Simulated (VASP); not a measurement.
# TlPt (P6/mmm) in VASP: further runs

Runs on TlPt. Level: PBEsol. Tasks: single point.

All numbers are computed with VASP 6.6.1; they aren't measurements. Logs are shortened: lines on timing, memory, paths and dates and some standing lists are left out, and cuts for length are marked.

## Step 1: The cell of the first run

Symmetry: P6/mmm, No. 191, hexagonal system. Conventional cell: a = 6.382 Å, b = 6.382 Å, c = 4.029 Å, α = 90.00°, β = 90.00°, γ = 120.00°. Within 3.6 Å of Tl (site symmetry mmm) lie 6 Pt at 2.73 to 3.19 Å and 4 Tl at 3.19 Å. Pt (site symmetry 6/mmm) has 6 Tl at 3.19 Å and 14 Pt at 4.03 to 4.20 Å within 4.2 Å. Pt (site symmetry -6m2) has 6 Tl at 2.73 Å and 3 Pt at 3.68 Å within 3.7 Å.

## Step 2: Single point, PBEsol (23.68 Å³/atom)

Input file INCAR:

```
  PREC = Accurate
  ENCUT = 520
  EDIFF = 1E-7
  ISMEAR = 0
  SIGMA = 0.1
  LREAL = F
  LASPH = T
  NELM = 60
  ALGO = Fast
  ISIF = 2
  LWAVE = F
  LCHARG = F
  GGA = PS
  NBANDS = 44
```

Input file KPOINTS:

```
Automatic mesh
0
Gamma
  6 6 10
```

Input file POSCAR:

```
TlPt
1.0
    6.3815320281      0.0000000000      0.0000000000
   -3.1907660141      5.5265688514      0.0000000000
    0.0000000000      0.0000000000      4.0286037622
Tl Pt
3 3
Direct
    0.0000000000      0.5000000000      0.0000000000
    0.5000000000      0.0000000000      0.0000000000
    0.5000000000      0.5000000000      0.0000000000
    0.0000000000      0.0000000000      0.0000000000
    0.6666666667      0.3333333333      0.5000000000
    0.3333333333      0.6666666667      0.5000000000
```

Potentials or basis: VASP PAW PBE potentials, release 64 (Tl_d, Pt).

Started as:

```
$ cat potpaw_PBE.64/Tl_d/POTCAR potpaw_PBE.64/Pt/POTCAR > POTCAR
$ mpirun -np 1 vasp_std > vasp.out
```

OUTCAR:

```text
PREC = Accurate
   ENCUT = 520
   EDIFF = 1E-7
   ISMEAR = 0
   LREAL = F
   LASPH = T
   NELM = 60
   ISIF = 2
   GGA = PS

 ion  position               nearest neighbor table
   1  0.000  0.500  0.000-   5 2.73   6 2.73   5 2.73   6 2.73   2 3.19   2 3.19   3 3.19   3 3.19
                             4 3.19   4 3.19
   2  0.500  0.000  0.000-   5 2.73   6 2.73   5 2.73   6 2.73   1 3.19   1 3.19   4 3.19   4 3.19
                             3 3.19   3 3.19
   3  0.500  0.500  0.000-   5 2.73   6 2.73   5 2.73   6 2.73   4 3.19   4 3.19   1 3.19   1 3.19
                             2 3.19   2 3.19
   4  0.000  0.000  0.000-   3 3.19   3 3.19   2 3.19   2 3.19   1 3.19   1 3.19
   5  0.667  0.333  0.500-   1 2.73   1 2.73   2 2.73   2 2.73   3 2.73   3 2.73
   6  0.333  0.667  0.500-   1 2.73   1 2.73   2 2.73   2 2.73   3 2.73   3 2.73

  LATTYP: Found a hexagonal cell.
 ALAT       =     6.3815320281
 C/A-ratio  =     0.6312910042

  Lattice vectors:

 A1 = (   6.3815320281,   0.0000000000,   0.0000000000)
 A2 = (  -3.1907660141,   5.5265688514,   0.0000000000)
 A3 = (   0.0000000000,   0.0000000000,   4.0286037622)

Analysis of symmetry for initial positions (statically):
=====================================================================
 Subroutine PRICEL returns:
 Original cell was already a primitive cell.

 Routine SETGRP: Setting up the symmetry group for a
 hexagonal supercell.

 Subroutine GETGRP returns: Found 24 space group operations
 (whereof 24 operations were pure point group operations)
 out of a pool of 24 trial point group operations.

The static configuration has the point symmetry D_6h.

Analysis of symmetry for dynamics (positions and initial velocities):
=====================================================================
 Subroutine PRICEL returns:
 Original cell was already a primitive cell.

 Routine SETGRP: Setting up the symmetry group for a
 hexagonal supercell.

 Subroutine GETGRP returns: Found 24 space group operations
 (whereof 24 operations were pure point group operations)
 out of a pool of 24 trial point group operations.

The dynamic configuration has the point symmetry D_6h.

 Subroutine INISYM returns: Found 24 space group operations
 (whereof 24 operations are pure point group operations),
 and found     1 'primitive' translations

----------------------------------------------------------------------------------------

                                     Primitive cell

  volume of cell :     142.0807

  direct lattice vectors                    reciprocal lattice vectors
     6.381532028  0.000000000  0.000000000     0.156702183  0.090472048  0.000000000
    -3.190766014  5.526568851  0.000000000     0.000000000  0.180944095  0.000000000
     0.000000000  0.000000000  4.028603762     0.000000000  0.000000000  0.248224958

  length of vectors
     6.381532028  6.381532028  4.028603762     0.180944095  0.180944095  0.248224958

  position of ions in fractional coordinates (direct lattice)
     0.000000000  0.500000000  0.000000000
     0.500000000  0.000000000  0.000000000
     0.500000000  0.500000000  0.000000000
     0.000000000  0.000000000  0.000000000
     0.666666667  0.333333333  0.500000000
     0.333333333  0.666666667  0.500000000

  ion indices of the primitive-cell ions
   primitive index   ion index
                 1           1
                 2           2
                 3           3
                 4           4
                 5           5
                 6           6

----------------------------------------------------------------------------------------

 KPOINTS: Automatic mesh

Automatic generation of k-mesh.
 Grid dimensions read from file:
 generate k-points for:    6    6   10

 Generating k-lattice:

  Cartesian coordinates                     Fractional coordinates (reciprocal lattice)
     0.026117031  0.015078675  0.000000000     0.166666667  0.000000000  0.000000000
     0.000000000  0.030157349  0.000000000     0.000000000  0.166666667  0.000000000
     0.000000000  0.000000000  0.024822496     0.000000000  0.000000000  0.100000000

  Length of vectors
     0.030157349  0.030157349  0.024822496

  Shift w.r.t. Gamma in fractional coordinates (k-lattice)
     0.000000000  0.000000000  0.000000000

 Subroutine IBZKPT returns following result:
 ===========================================

 Found     42 irreducible k-points:

 Following reciprocal coordinates:
            Coordinates               Weight
  0.000000  0.000000  0.000000      1.000000
  0.166667  0.000000  0.000000      6.000000
  0.333333  0.000000  0.000000      6.000000
  0.500000  0.000000  0.000000      3.000000
  0.166667  0.166667  0.000000      6.000000
  0.333333  0.166667  0.000000     12.000000
[... 16 lines left out ...]
  0.166667  0.000000  0.300000     12.000000
  0.333333  0.000000  0.300000     12.000000
 [... further k-points ...]
   k-points           NKPTS =     42   k-points in BZ     NKDIM =     42   number of bands    NBANDS=     44
   number of dos      NEDOS =    301   number of ions     NIONS =      6
   total plane-waves  NPLWV =  69120
   dimension x,y,z NGX =    48 NGY =   48 NGZ =   30
   dimension x,y,z NGXF=    96 NGYF=   96 NGZF=   60
   ions per type =               3   3
   NGX,Y,Z   is equivalent  to a cutoff of  12.50, 12.50, 12.38 a.u.
   NGXF,Y,Z  is equivalent  to a cutoff of  25.01, 25.01, 24.76 a.u.
 SYSTEM =  unknown system
   PREC   = accura    normal or accurate (medium, high low for compatibility)
   ISTART =      0    job   : 0-new  1-cont  2-samecut
   ICHARG =      2    charge: 1-file 2-atom 10-const
   ISPIN  =      1    spin polarized calculation?
   LNONCOLLINEAR =      F non collinear calculations
   LSORBIT =      F    spin-orbit coupling
   LASPH  =      T    aspherical Exc in radial PAW
   ENCUT  =  520.0 eV  38.22 Ry    6.18 a.u.  11.87 11.87  7.49*2*pi/ulx,y,z
   NELM   =     60;   NELMIN=  2; NELMDL= -5     # of ELM steps
   EDIFF  = 0.1E-06   stopping-criterion for ELM
   LREAL  =      F    real-space projection
   EDIFFG = 0.1E-05   stopping-criterion for IOM
   NSW    =      0    number of steps for IOM
   IBRION =     -1    ionic relax: 0-MD 1-quasi-New 2-CG
   NFREE  =      0    steps in history (QN), initial steepest desc. (CG)
   ISIF   =      2    stress and relaxation
   ISYM   =      2    0-nonsym 1-usesym 2-fastsym
   POTIM  = 0.5000    time-step for ionic-motion
   TEBEG  =    0.0;   TEEND  =   0.0 temperature during run
   PSTRESS=    0.0 pullay stress
   NELECT =      69.0000    total number of electrons
   NUPDOWN=      -1.0000    fix difference up-down
   EMIN   =  10.00;   EMAX   =-10.00  energy-range for DOS
   EFERMI =   0.00;   METHOD = LEGACY
   ISMEAR =     0;   SIGMA  =   0.10  broadening in eV -4-tet -1-fermi 0-gaus
   EFERMI_NEDOS =   21; number of points for ismear=-14 and -15
   IALGO  =     68    algorithm
   IMIX   =      4    mixing-type and parameters
     AMIX     =   0.40;   BMIX     =  1.00
     AMIX_MAG =   1.60;   BMIX_MAG =  1.00
  volume/ion in A,a.u.               =      23.68       159.80
  Fermi-wavevector in a.u.,A,eV,Ry     =   1.286805  2.431709 22.529449  1.655868
  Thomas-Fermi vector in A             =   2.418858
   LORBIT       =      0    0 simple, 1 ext, 2 COOP (PROOUT), +10 PAW based schemes
   GGA     = PS    functional components
   LHFCALC =     F    Hartree Fock is set to
   AEXX    =    0.0000 exact exchange contribution
   IVDW    =     0    specifies the selected vdW correction
   LEPSILON=     F    determine dielectric tensor
   LRPA    =     F    only Hartree local field effects (RPA)
 non-spin polarized calculation
 RMM-DIIS sequential band-by-band and
 Gauss-broadening in eV      SIGMA  =   0.10
  energy-cutoff  :      520.00
  volume of cell :      142.08
 maximum number of plane-waves:      3864
 NGX is ok and might be reduce to    48
   NGX = 23   NGY = 23   NGZ = 15

 number of electron      69.0000004 magnetization

 Free energy of the ion-electron system (eV)
  ---------------------------------------------------
  ext. energy  EPLUGINS =         0.00000000
  ---------------------------------------------------
  free energy    TOTEN  =       -25.20860293 eV

  energy without entropy =      -25.18578626  energy(sigma->0) =      -25.19719459

 E-fermi :   6.3591     XC(G=0): -10.9703

 val. band max:        6.3321886606   @ k =   0.3333   0.0000   0.2000
 cond. band min:       6.3722102958   @ k =   0.3333   0.0000   0.4000
 fundamental gap:      0.0400216352
 Fermi energy:         6.3591098247

 k-point     1 :       0.0000    0.0000    0.0000
  band No.  band energies     occupation
      1      -6.1474      2.00000
      2      -5.5246      2.00000
      3      -5.5246      2.00000
      4      -5.4429      2.00000
      5      -5.3304      2.00000
      6      -5.3304      2.00000
[... 36 lines left out ...]
     43      14.6712      0.00000
     44      14.7978      0.00000

 k-point     2 :       0.1667    0.0000    0.0000
  band No.  band energies     occupation
      1      -6.0704      2.00000
      2      -5.5097      2.00000
      3      -5.4632      2.00000
      4      -5.4317      2.00000
      5      -5.3269      2.00000
      6      -5.3158      2.00000
[... 36 lines left out ...]
     43      13.6160      0.00000
     44      13.9232      0.00000

 k-point     3 :       0.3333    0.0000    0.0000
  band No.  band energies     occupation
      1      -5.8825      2.00000
      2      -5.4609      2.00000
      3      -5.4102      2.00000
      4      -5.3163      2.00000
      5      -5.2958      2.00000
      6      -5.2833      2.00000
[... 36 lines left out ...]
     43      13.3264      0.00000
     44      14.0191      0.00000

 k-point     4 :       0.5000    0.0000    0.0000
  band No.  band energies     occupation
      1      -5.7616      2.00000
      2      -5.4003      2.00000
      3      -5.3596      2.00000
      4      -5.3081      2.00000
      5      -5.2649      2.00000
      6      -5.2518      2.00000
[... 882 lines left out ...]
     43      13.1387      0.00000
     44      13.1387      0.00000

 k-point    23 :       0.1667    0.0000    0.3000
  band No.  band energies     occupation
      1      -5.8907      2.00000
      2      -5.6881      2.00000
      3      -5.5040      2.00000
      4      -5.4578      2.00000
      5      -5.2383      2.00000
      6      -5.1992      2.00000
[... 36 lines left out ...]
     43      13.1034      0.00000
     44      13.2840      0.00000

 k-point    24 :       0.3333    0.0000    0.3000
  band No.  band energies     occupation
      1      -5.7495      2.00000
      2      -5.6221      2.00000
      3      -5.4362      2.00000
      4      -5.2931      2.00000
      5      -5.2865      2.00000
      6      -5.1627      2.00000
[... 36 lines left out ...]
     43      12.0543      0.00000
     44      12.7748      0.00000

 [... further k-points ...]
[... 5 lines left out ...]
  --------------------------------------------------------------------------------------
  -------------------------------------------------------------------------------------
  Total       -1.6838169     -1.6838169     -1.7552763      0.0000000      0.0000000      0.0000000
  in kB      -18.9876123    -18.9876123    -19.7934267      0.0000000      0.0000000      0.0000000
  external PRESSURE =     -19.2562171 kB  Pullay stress =       0.0000000 kB

 VOLUME and BASIS-vectors are now :
 -----------------------------------------------------------------------------
  energy-cutoff  :      520.00
  volume of cell :      142.08
      direct lattice vectors                 reciprocal lattice vectors
     6.381532028  0.000000000  0.000000000     0.156702183  0.090472048  0.000000000
    -3.190766014  5.526568851  0.000000000     0.000000000  0.180944095  0.000000000
     0.000000000  0.000000000  4.028603762     0.000000000  0.000000000  0.248224958

 POSITION                                       TOTAL-FORCE (eV/Angst)
 -----------------------------------------------------------------------------------
     -1.59538      2.76328      0.00000         0.000000      0.000000      0.000000
      3.19077      0.00000      0.00000         0.000000      0.000000      0.000000
      1.59538      2.76328      0.00000         0.000000      0.000000      0.000000
      0.00000      0.00000      0.00000         0.000000      0.000000      0.000000
      3.19077      1.84219      2.01430        -0.000000      0.000000      0.000000
     -0.00000      3.68438      2.01430         0.000000      0.000000      0.000000
 -----------------------------------------------------------------------------------
    total drift:                               -0.000000      0.000000      0.000000

  FREE ENERGIE OF THE ION-ELECTRON SYSTEM (eV)
  ---------------------------------------------------
  free  energy   TOTEN  =       -25.2086029279 eV

  energy  without entropy=      -25.1857862556  energy(sigma->0) =      -25.19719459
```

Run time: 6.2 min. Hardware: 1 thread of Oxide Virtual Turin-like, shared host; peak memory 0.34 GiB.

Results:

| Quantity | Value |
| --- | --- |
| Free energy | -25.2086 eV |
| Pressure | -1.9 GPa |
| Band gap on the k mesh | zero (an odd number of electrons rules out a gap without spin polarisation) |

Stress tensor (GPa, compression positive):
```
-1.90  0.00  0.00
 0.00 -1.90  0.00
 0.00  0.00 -1.98
```

Caveat: the PAW data sets were made with another functional, which shifts forces and pressure a little; spin-orbit coupling is left out, which moves the levels of the heavy elements.

## Step 3: Single point, PBEsol (24.37 Å³/atom)

This run uses another cell than the first one, of 24.37 Å³/atom.

Input file INCAR:

```
PREC = Accurate ; ENCUT = 520
EDIFF = 1E-6 ; ISMEAR = 0
SIGMA = 0.1 ; LREAL = False
LASPH = True ; NELM = 100
ALGO = Fast ; ISIF = 2
LWAVE = False ; LCHARG = False
GGA = PS ; NBANDS = 44
```

KPOINTS is that of step 2.

POSCAR: that of step 2 with these lines changed.

```diff
@@ -2,5 +2,5 @@
 1.0
-    6.3815320281      0.0000000000      0.0000000000
-   -3.1907660141      5.5265688514      0.0000000000
-    0.0000000000      0.0000000000      4.0286037622
+    6.5402019733      0.0000000000      0.0000000000
+   -3.2701009867      5.6639810548      0.0000000000
+    0.0000000000      0.0000000000      3.9472149802
 Tl Pt
```

Potentials or basis: VASP PAW PBE potentials, release 64 (Tl_d, Pt).

Started as:

```
$ cat potpaw_PBE.64/Tl_d/POTCAR potpaw_PBE.64/Pt/POTCAR > POTCAR
$ mpirun -np 1 vasp_std > vasp.out
```

Wall time 6.8 min (1 thread of Oxide Virtual Turin-like, shared host); peak memory 0.36 GiB.

It converged, with:

- Free energy: -25.1457 eV
- Pressure: -3.1 GPa
- Band gap on the k mesh: zero (an odd number of electrons rules out a gap without spin polarisation)

Levels at points of the mesh, in eV from the Fermi level:
```csv
k point,band 31,band 32,band 33,band 34,band 35,band 36,band 37,band 38
"(0.00, 0.00, 0.00)",-0.72,-0.72,-0.48,-0.48,-0.30,-0.30,-0.28,1.69
"(0.50, 0.00, 0.00)",-1.26,-0.79,-0.78,-0.72,0.74,1.54,2.80,2.99
"(0.00, 0.00, 0.50)",-0.96,-0.96,-0.50,0.95,0.95,1.08,1.08,1.09
"(0.50, 0.00, 0.50)",-1.37,-1.32,-0.78,-0.70,0.23,0.64,1.02,2.52
```

Caveat: the cell stands under tension; the PAW data sets were made with another functional, which shifts forces and pressure a little; spin-orbit coupling is left out, which moves the levels of the heavy elements.

The gap in the log of VASP goes by the Fermi energy; the results here count the filled bands.